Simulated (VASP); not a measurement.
# ScGaTe3 (R-3m) in VASP: notebook

ScGaTe3 is run at these levels: PBE; tasks: single point, relaxation of cell and atoms.

Program: VASP 6.6.1. These are calculated values, not measurements. Logs are shortened: lines on timing, memory, paths and dates and some standing lists are left out, and cuts for length are marked.

## Step 1: The cell of the first run

Symmetry: R-3m, No. 166, trigonal system. Conventional cell: a = 6.771 Å, b = 6.771 Å, c = 10.148 Å, α = 90.00°, β = 90.00°, γ = 120.00°. Within 3.4 Å of Sc (site symmetry -3m) lie 6 Te at 2.58 Å. Within 4.5 Å of Ga (site symmetry -3m) lie 12 Te at 3.39 to 3.91 Å and 6 Sc at 4.26 Å. Te (site symmetry 2/m) has 2 Sc at 2.58 Å and 2 Ga at 3.39 Å and 4 Te at 3.39 Å within 3.4 Å.

## Step 2: Single point, PBE

Contents of INCAR:

```
PREC     = Accurate       # precision mode
ENCUT    = 520            # plane-wave cutoff, eV
EDIFF    = 1E-6           # SCF threshold, eV
ISMEAR   = 0              # smearing method
SIGMA    = 0.1            # smearing width, eV
LREAL    = F              # projectors in reciprocal space
LASPH    = T              # aspherical terms in the spheres
NELM     = 60             # most SCF steps
ALGO     = Normal         # electronic algorithm
ISIF     = 2              # what is computed and relaxed
LWAVE    = F              # write WAVECAR
LCHARG   = F              # write CHGCAR
GGA      = PE             # functional
NBANDS   = 29             # bands
```

Contents of KPOINTS:

```
regular mesh
0
Gamma
  3 3 3
```

Contents of POSCAR:

```
ScGaTe3
1.0
    3.3855790900      1.9546650000      3.3827395700
   -3.3855790900      1.9546650000      3.3827395700
    0.0000000000     -3.9093300000      3.3827395700
Sc Ga Te
1 1 3
Direct
    0.0000000000      0.0000000000      0.0000000000
    0.5000000000      0.5000000000      0.5000000000
    0.0000000000      0.0000000000      0.5000000000
    0.5000000000      0.0000000000      0.0000000000
    0.0000000000      0.5000000000      0.0000000000
```

Potentials or basis: VASP PAW PBE potentials, release 64 (Sc_sv, Ga_d, Te).

Run with:

```bash
> cat potpaw_PBE.64/Sc_sv/POTCAR potpaw_PBE.64/Ga_d/POTCAR potpaw_PBE.64/Te/POTCAR > POTCAR
> mpirun -np 1 vasp_std > vasp.out
```

OUTCAR:

```text
PREC = Accurate
   ENCUT = 520
   EDIFF = 1E-6
   ISMEAR = 0
   LREAL = F
   LASPH = T
   NELM = 60
   ISIF = 2
   GGA = PE

 ion  position               nearest neighbor table
   1  0.000  0.000  0.000-   4 2.58   5 2.58   5 2.58   4 2.58   3 2.58   3 2.58
   2  0.500  0.500  0.500-
   3  0.000  0.000  0.500-   1 2.58   1 2.58   4 3.39   5 3.39   5 3.39   4 3.39
   4  0.500  0.000  0.000-   1 2.58   1 2.58   5 3.39   5 3.39   3 3.39   3 3.39
   5  0.000  0.500  0.000-   1 2.58   1 2.58   4 3.39   4 3.39   3 3.39   3 3.39

  LATTYP: Found a trigonal (rhomboedric) cell.
 ALAT       =     5.1696990275
 COS(alpha) =     0.1422407632

  Lattice vectors:

 A1 = (   3.3855790900,   1.9546650000,   3.3827395700)
 A2 = (  -3.3855790900,   1.9546650000,   3.3827395700)
 A3 = (   0.0000000000,  -3.9093300000,   3.3827395700)

Analysis of symmetry for initial positions (statically):
=====================================================================
 Subroutine PRICEL returns:
 Original cell was already a primitive cell.

 Routine SETGRP: Setting up the symmetry group for a
 trigonal (rhombohedral) supercell.

 Subroutine GETGRP returns: Found 12 space group operations
 (whereof 12 operations were pure point group operations)
 out of a pool of 12 trial point group operations.

The static configuration has the point symmetry D_3d.

Analysis of symmetry for dynamics (positions and initial velocities):
=====================================================================
 Subroutine PRICEL returns:
 Original cell was already a primitive cell.

 Routine SETGRP: Setting up the symmetry group for a
 trigonal (rhombohedral) supercell.

 Subroutine GETGRP returns: Found 12 space group operations
 (whereof 12 operations were pure point group operations)
 out of a pool of 12 trial point group operations.

The dynamic configuration has the point symmetry D_3d.

 Subroutine INISYM returns: Found 12 space group operations
 (whereof 12 operations are pure point group operations),
 and found     1 'primitive' translations

----------------------------------------------------------------------------------------

                                     Primitive cell

  volume of cell :     134.3152

  direct lattice vectors                    reciprocal lattice vectors
     3.385579090  1.954665000  3.382739570     0.147685222  0.085266103  0.098539461
    -3.385579090  1.954665000  3.382739570    -0.147685222  0.085266103  0.098539461
     0.000000000 -3.909330000  3.382739570     0.000000000 -0.170532205  0.098539461

  length of vectors
     5.169699028  5.169699028  5.169699029     0.196954966  0.196954966  0.196954965

  position of ions in fractional coordinates (direct lattice)
     0.000000000  0.000000000  0.000000000
     0.500000000  0.500000000  0.500000000
     0.000000000  0.000000000  0.500000000
     0.500000000  0.000000000  0.000000000
     0.000000000  0.500000000  0.000000000

  ion indices of the primitive-cell ions
   primitive index   ion index
                 1           1
                 2           2
                 3           3
                 4           4
                 5           5

----------------------------------------------------------------------------------------

 KPOINTS: regular mesh

Automatic generation of k-mesh.
 Grid dimensions read from file:
 generate k-points for:    3    3    3

 Generating k-lattice:

  Cartesian coordinates                     Fractional coordinates (reciprocal lattice)
     0.049228407  0.028422034  0.032846487     0.333333333  0.000000000  0.000000000
    -0.049228407  0.028422034  0.032846487     0.000000000  0.333333333  0.000000000
     0.000000000 -0.056844068  0.032846487     0.000000000  0.000000000  0.333333333

  Length of vectors
     0.065651655  0.065651655  0.065651655

  Shift w.r.t. Gamma in fractional coordinates (k-lattice)
     0.000000000  0.000000000  0.000000000

 Subroutine IBZKPT returns following result:
 ===========================================

 Found      6 irreducible k-points:

 Following reciprocal coordinates:
            Coordinates               Weight
  0.000000  0.000000  0.000000      1.000000
  0.333333  0.000000  0.000000      6.000000
  0.333333  0.333333  0.000000      6.000000
 -0.333333  0.333333  0.000000      6.000000
  0.333333  0.333333  0.333333      2.000000
 -0.333333  0.333333  0.333333      6.000000
   k-points           NKPTS =      6   k-points in BZ     NKDIM =      6   number of bands    NBANDS=     29
   number of dos      NEDOS =    301   number of ions     NIONS =      5
   total plane-waves  NPLWV =  64000
   dimension x,y,z NGX =    40 NGY =   40 NGZ =   40
   dimension x,y,z NGXF=    80 NGYF=   80 NGZF=   80
   ions per type =               1   1   3
   NGX,Y,Z   is equivalent  to a cutoff of  12.86, 12.86, 12.86 a.u.
   NGXF,Y,Z  is equivalent  to a cutoff of  25.73, 25.73, 25.73 a.u.
 SYSTEM =  unknown system
   PREC   = accura    normal or accurate (medium, high low for compatibility)
   ISTART =      0    job   : 0-new  1-cont  2-samecut
   ICHARG =      2    charge: 1-file 2-atom 10-const
   ISPIN  =      1    spin polarized calculation?
   LNONCOLLINEAR =      F non collinear calculations
   LSORBIT =      F    spin-orbit coupling
   LASPH  =      T    aspherical Exc in radial PAW
   ENCUT  =  520.0 eV  38.22 Ry    6.18 a.u.   9.61  9.61  9.61*2*pi/ulx,y,z
   NELM   =     60;   NELMIN=  2; NELMDL= -5     # of ELM steps
   EDIFF  = 0.1E-05   stopping-criterion for ELM
   LREAL  =      F    real-space projection
[... 7 lines left out ...]
   TEBEG  =    0.0;   TEEND  =   0.0 temperature during run
   PSTRESS=    0.0 pullay stress
   NELECT =      42.0000    total number of electrons
   NUPDOWN=      -1.0000    fix difference up-down
   EMIN   =  10.00;   EMAX   =-10.00  energy-range for DOS
   EFERMI =   0.00;   METHOD = LEGACY
   ISMEAR =     0;   SIGMA  =   0.10  broadening in eV -4-tet -1-fermi 0-gaus
   EFERMI_NEDOS =   21; number of points for ismear=-14 and -15
   IALGO  =     38    algorithm
   IMIX   =      4    mixing-type and parameters
     AMIX     =   0.40;   BMIX     =  1.00
     AMIX_MAG =   1.60;   BMIX_MAG =  1.00
  volume/ion in A,a.u.               =      26.86       181.28
  Fermi-wavevector in a.u.,A,eV,Ry     =   1.111176  2.099818 16.799281  1.234712
  Thomas-Fermi vector in A             =   2.247736
   LORBIT       =      0    0 simple, 1 ext, 2 COOP (PROOUT), +10 PAW based schemes
   GGA     = PE    functional components
   LHFCALC =     F    Hartree Fock is set to
   AEXX    =    0.0000 exact exchange contribution
   IVDW    =     0    specifies the selected vdW correction
   LEPSILON=     F    determine dielectric tensor
   LRPA    =     F    only Hartree local field effects (RPA)
 non-spin polarized calculation
 Gauss-broadening in eV      SIGMA  =   0.10
  energy-cutoff  :      520.00
  volume of cell :      134.32
 maximum number of plane-waves:      3633
 NGX is ok and might be reduce to    40
   NGX = 19   NGY = 19   NGZ = 19

 number of electron      42.0000029 magnetization

 Free energy of the ion-electron system (eV)
  ---------------------------------------------------
  ext. energy  EPLUGINS =         0.00000000
  ---------------------------------------------------
  free energy    TOTEN  =       -18.98256541 eV

  energy without entropy =      -18.98163819  energy(sigma->0) =      -18.98210180

 E-fermi :   6.1656     XC(G=0):  -9.7159

 val. band max:        5.9816285243   @ k =  -0.3333   0.3333   0.0000
 cond. band min:       6.2948719736   @ k =   0.0000   0.0000   0.0000
 fundamental gap:      0.3132434493
 Fermi energy:         6.1655827035

 k-point     1 :       0.0000    0.0000    0.0000
  band No.  band energies     occupation
      1     -42.9166      2.00000
      2     -21.8019      2.00000
      3     -21.7098      2.00000
      4     -21.7098      2.00000
      5      -8.8841      2.00000
      6      -8.8717      2.00000
[... 21 lines left out ...]
     28       8.8137      0.00000
     29      10.6097      0.00000

 k-point     2 :       0.3333    0.0000    0.0000
  band No.  band energies     occupation
      1     -42.9173      2.00000
      2     -21.8010      2.00000
      3     -21.7089      2.00000
      4     -21.7088      2.00000
      5      -8.8839      2.00000
      6      -8.8718      2.00000
[... 21 lines left out ...]
     28       8.9719      0.00000
     29      10.1868      0.00000

 k-point     3 :       0.3333    0.3333    0.0000
  band No.  band energies     occupation
      1     -42.9179      2.00000
      2     -21.8001      2.00000
      3     -21.7080      2.00000
      4     -21.7078      2.00000
      5      -8.8853      2.00000
      6      -8.8716      2.00000
[... 21 lines left out ...]
     28       9.3209      0.00000
     29      10.2105      0.00000

 k-point     4 :      -0.3333    0.3333    0.0000
  band No.  band energies     occupation
      1     -42.9179      2.00000
      2     -21.8001      2.00000
      3     -21.7080      2.00000
      4     -21.7078      2.00000
      5      -8.8846      2.00000
      6      -8.8716      2.00000
[... 21 lines left out ...]
     28       9.2305      0.00000
     29       9.4264      0.00000

 k-point     5 :       0.3333    0.3333    0.3333
  band No.  band energies     occupation
      1     -42.9185      2.00000
      2     -21.7992      2.00000
      3     -21.7069      2.00000
      4     -21.7069      2.00000
      5      -8.8875      2.00000
      6      -8.8706      2.00000
[... 21 lines left out ...]
     28      10.8586      0.00000
     29      11.6940      0.00000

 k-point     6 :      -0.3333    0.3333    0.3333
  band No.  band energies     occupation
      1     -42.9185      2.00000
      2     -21.7991      2.00000
      3     -21.7070      2.00000
      4     -21.7069      2.00000
      5      -8.8863      2.00000
      6      -8.8708      2.00000
[... 21 lines left out ...]
     28      10.7435      0.00000
     29      11.1666      0.00000

------------------------ aborting loop because EDIFF is reached ----------------------------------------

  FORCE on cell =-STRESS in cart. coord.  units (eV):
  Direction    XX          YY          ZZ          XY          YZ          ZX
  --------------------------------------------------------------------------------------
  -------------------------------------------------------------------------------------
  Total       10.5470958     10.5470958     16.1631592      0.0000000      0.0000000      0.0000000
  in kB      125.8109261    125.8109262    192.8020814      0.0000000      0.0000000      0.0000000
  external PRESSURE =     148.1413113 kB  Pullay stress =       0.0000000 kB

 VOLUME and BASIS-vectors are now :
 -----------------------------------------------------------------------------
  energy-cutoff  :      520.00
  volume of cell :      134.32
      direct lattice vectors                 reciprocal lattice vectors
     3.385579090  1.954665000  3.382739570     0.147685222  0.085266103  0.098539461
    -3.385579090  1.954665000  3.382739570    -0.147685222  0.085266103  0.098539461
     0.000000000 -3.909330000  3.382739570     0.000000000 -0.170532205  0.098539461

 POSITION                                       TOTAL-FORCE (eV/Angst)
 -----------------------------------------------------------------------------------
      0.00000      0.00000      0.00000         0.000000      0.000000      0.000000
      0.00000      0.00000      5.07411         0.000000     -0.000000      0.000000
      0.00000     -1.95467      1.69137        -0.000000      0.000000      0.000000
      1.69279      0.97733      1.69137         0.000000      0.000000     -0.000000
     -1.69279      0.97733      1.69137        -0.000000      0.000000     -0.000000
 -----------------------------------------------------------------------------------
    total drift:                               -0.000000      0.000000      0.000000

  FREE ENERGIE OF THE ION-ELECTRON SYSTEM (eV)
  ---------------------------------------------------
  free  energy   TOTEN  =       -18.9825654137 eV

  energy  without entropy=      -18.9816381900  energy(sigma->0) =      -18.98210180
```

Run time: 18 s. Hardware: 1 thread of AMD EPYC 9R45 (Zen 5), shared host; peak memory 0.21 GiB.

What came out:

* Free energy: -18.9826 eV
* Pressure: 14.8 GPa
* Band gap on the k mesh: zero (band 21 reaches 6.73 eV, above the bottom of band 22 at 5.98 eV)

Stress tensor (GPa, compression positive):
```
12.58  0.00  0.00
 0.00 12.58  0.00
 0.00  0.00 19.28
```

Caveat: the k points lie up to 0.41 Å⁻¹ apart; spin-orbit coupling is left out, which moves the levels of the heavy elements.

## Step 3: Single point, PBE

This run uses another cell than the first one, of 33.97 Å³/atom, 1.265 times its volume.

Contents of INCAR:

```
SYSTEM = ScGaTe3
PREC = Accurate ; ENCUT = 520
EDIFF = 1E-7 ; ISMEAR = 0
SIGMA = 0.1 ; LREAL = .FALSE.
LASPH = .TRUE. ; NELM = 100
ALGO = Normal ; ISIF = 2
LWAVE = .FALSE. ; LCHARG = .FALSE.
GGA = PE ; NBANDS = 29
```

Contents of KPOINTS:

```
regular mesh
0
G
  3 3 3
  0 0 0
```

POSCAR, as its differences from that of step 2:

```diff
@@ -2,5 +2,5 @@
 1.0
-    3.3855790900      1.9546650000      3.3827395700
-   -3.3855790900      1.9546650000      3.3827395700
-    0.0000000000     -3.9093300000      3.3827395700
+    3.5159378718      2.0299276767      3.9663813489
+   -3.5159378718      2.0299276767      3.9663813489
+    0.0000000000     -4.0598553535      3.9663813489
 Sc Ga Te
```

Potentials or basis: VASP PAW PBE potentials, release 64 (Sc_sv, Ga_d, Te).

Run with:

```bash
> cat potpaw_PBE.64/Sc_sv/POTCAR potpaw_PBE.64/Ga_d/POTCAR potpaw_PBE.64/Te/POTCAR > POTCAR
> mpirun -np 1 vasp_std > vasp.out
```

It took 24 s on 1 thread of AMD EPYC 9R45 (Zen 5), shared host; peak memory 0.23 GiB.

The run converged. Its results:

| Quantity | Value |
| --- | --- |
| Free energy | -20.5554 eV |
| Pressure | 0.0 GPa |
| Band gap on the k mesh | zero (band 21 reaches 4.64 eV, above the bottom of band 22 at 3.82 eV) |

Stress tensor (GPa, compression positive):
```
-0.02  0.00  0.00
 0.00 -0.02  0.00
 0.00  0.00  0.18
```

Levels at points of the mesh, in eV from the Fermi level:
```tsv
k point	band 17	band 18	band 19	band 20	band 21	band 22	band 23	band 24	band 25	band 26
(0.00, 0.00, 0.00)	-1.76	-1.76	-1.67	0.29	0.52	0.59	0.59	0.79	0.79	1.66
```

Caveat: the k points lie up to 0.39 Å⁻¹ apart; spin-orbit coupling is left out, which moves the levels of the heavy elements.

## Step 4: Relaxation of cell and atoms, PBE

Contents of INCAR:

```
PREC = Accurate
ENCUT = 600
EDIFF = 1E-7
ISMEAR = 0
SIGMA = 0.1
LREAL = False
LASPH = True
NELM = 60
ALGO = Normal
ISIF = 3
LWAVE = False
LCHARG = False
GGA = PE
IBRION = 2
NSW = 90
EDIFFG = -0.04
```

Contents of KPOINTS:

```
Automatic mesh
0
Gamma
  3 3 3
```

POSCAR, as its differences from that of step 3:

```diff
@@ -2,5 +2,5 @@
 1.0
-    3.5159378718      2.0299276767      3.9663813489
-   -3.5159378718      2.0299276767      3.9663813489
-    0.0000000000     -4.0598553535      3.9663813489
+    3.3855790900      1.9546650000      3.3827395700
+   -3.3855790900      1.9546650000      3.3827395700
+    0.0000000000     -3.9093300000      3.3827395700
 Sc Ga Te
```

Run with:

```bash
> cat potpaw_PBE.64/Sc_sv/POTCAR potpaw_PBE.64/Ga_d/POTCAR potpaw_PBE.64/Te/POTCAR > POTCAR
> mpirun -np 1 vasp_std > vasp.out
```

It took 2.2 min on 1 thread of AMD EPYC 9R45 (Zen 5), shared host; peak memory 0.25 GiB.

It converged, with:

```yaml
Free_energy: -20.5524 eV
Relaxed_volume: 33.97 Å³/atom
Relaxed_cell: a = 5.679 Å, b = 5.679 Å, c = 5.679 Å, α = 76.39°, β = 76.39°, γ = 76.39°
Space_group_after_relaxing_to_0.05_Å: R-3m (No. 166)
Energy_gained_by_relaxing: 313.9 meV/atom
Ionic_steps: 7
Pressure_after_relaxing: 0.0 GPa
Band_gap_on_the_k_mesh: zero (band 21 reaches 4.65 eV, above the bottom of band 22 at 3.83 eV)
```

Step by step:
```
step  energy change (eV)  largest force (eV/Å)  pressure (GPa)  volume (Å³)
   1              0.0000                0.0000           14.83       134.32
   2             -1.3328                0.0000           -2.82       188.52
   3             -1.4780                0.0000           -0.09       171.69
   4             -1.4783                0.0000           -0.27       172.62
   5             -1.5208                0.0000           -0.23       171.92
   6             -1.5679                0.0000            0.11       169.38
   7             -1.5695                0.0000            0.03       169.85
```

Final structure:
```xyz
5
Lattice="3.5115 2.0274 3.9764 -3.5115 2.0274 3.9764 0.0000 -4.0547 3.9764" Properties=species:S:1:pos:R:3 pbc="T T T"
Sc    0.0000    0.0000    0.0000
Ga    0.0000    0.0000    5.9647
Te    0.0000   -2.0274    1.9882
Te    1.7557    1.0137    1.9882
Te   -1.7557    1.0137    1.9882
```

Levels at points of the mesh, in eV from the Fermi level:
```tsv
k point	band 17	band 18	band 19	band 20	band 21	band 22	band 23	band 24	band 25
(0.00, 0.00, 0.00)	-1.77	-1.77	-1.70	0.30	0.51	0.59	0.59	0.80	0.80
```

Caveat: the k points lie up to 0.39 Å⁻¹ apart in the final cell; the volume moved by over 15 % at a fixed basis, so the end points are rough; spin-orbit coupling is left out, which moves the levels of the heavy elements.

## Step 5: Single point, PBE

This run uses another cell than the first one, of 34.31 Å³/atom, 1.277 times its volume.

Contents of INCAR:

```
ALGO = Normal ; EDIFF = 1E-7
ENCUT = 520 ; GGA = PE
ISIF = 2 ; ISMEAR = 0
LASPH = True ; LCHARG = False
LREAL = False ; LWAVE = False
NBANDS = 29 ; NELM = 80
PREC = Accurate ; SIGMA = 0.1
```

Contents of KPOINTS:

```
k-points
0
Gamma
  6 6 6
```

POSCAR, as its differences from that of step 4:

```diff
@@ -2,5 +2,5 @@
 1.0
-    3.3855790900      1.9546650000      3.3827395700
-   -3.3855790900      1.9546650000      3.3827395700
-    0.0000000000     -3.9093300000      3.3827395700
+    3.5765115942      2.0648999317      3.8718110565
+   -3.5765115942      2.0648999317      3.8718110565
+    0.0000000000     -4.1297998634      3.8718110565
 Sc Ga Te
```

Run with:

```bash
> cat potpaw_PBE.64/Sc_sv/POTCAR potpaw_PBE.64/Ga_d/POTCAR potpaw_PBE.64/Te/POTCAR > POTCAR
> mpirun -np 1 vasp_std > vasp.out
```

It took 1.7 min on 1 thread of AMD EPYC 9R45 (Zen 5), shared host; peak memory 0.33 GiB.

Results (log left out):

* Free energy: -20.3140 eV
* Pressure: 0.0 GPa
* Band gap on the k mesh: zero (band 21 reaches 4.66 eV, above the bottom of band 22 at 3.56 eV)

Levels at points of the mesh, in eV from the Fermi level:
```tsv
k point	band 17	band 18	band 19	band 20	band 21	band 22	band 23	band 24	band 25	band 26
(0.00, 0.00, 0.00)	-1.62	-1.62	-1.38	0.20	0.66	0.66	0.74	0.81	0.81	1.92
(0.50, 0.00, 0.00)	-2.48	-2.02	-1.60	-1.40	-0.89	0.42	0.75	1.39	1.78	1.92
(0.50, 0.50, 0.00)	-2.51	-2.27	-1.79	-1.73	-1.66	0.79	1.43	1.94	2.00	2.16
(0.50, 0.50, 0.50)	-3.88	-2.42	-2.42	0.69	0.73	0.73	1.85	1.97	1.97	2.86
```

Caveat: spin-orbit coupling is left out, which moves the levels of the heavy elements.

## Step 6: Summary

```csv
task,cell,k mesh,cutoff (eV),gap on the mesh (eV),pressure (GPa)
single point,"a = 5.170 Å, angles 81.8°, 5 atoms",3 × 3 × 3,520,none,14.8
single point,"a = 5.676 Å, angles 76.6°, 5 atoms",3 × 3 × 3,520,none,0.0
relaxation of cell and atoms,"relaxed from a = 5.170 Å, angles 81.8°, 5 atoms",3 × 3 × 3,600,none,0.0
single point,"a = 5.661 Å, angles 78.4°, 5 atoms",6 × 6 × 6,520,none,0.0
```

Alike in all rows: level PBE; potentials or basis VASP PAW PBE potentials, release 64 (Sc_sv, Ga_d, Te); no spin polarisation; smearing gaussian 0.1 eV.

Caveats: some runs use coarse meshes; spin-orbit coupling is left out, which moves the levels of the heavy elements; the volume moved by over 15 % at a fixed basis, so the end points are rough (some runs).

Absolute energies hang on the potentials; compare differences alone.
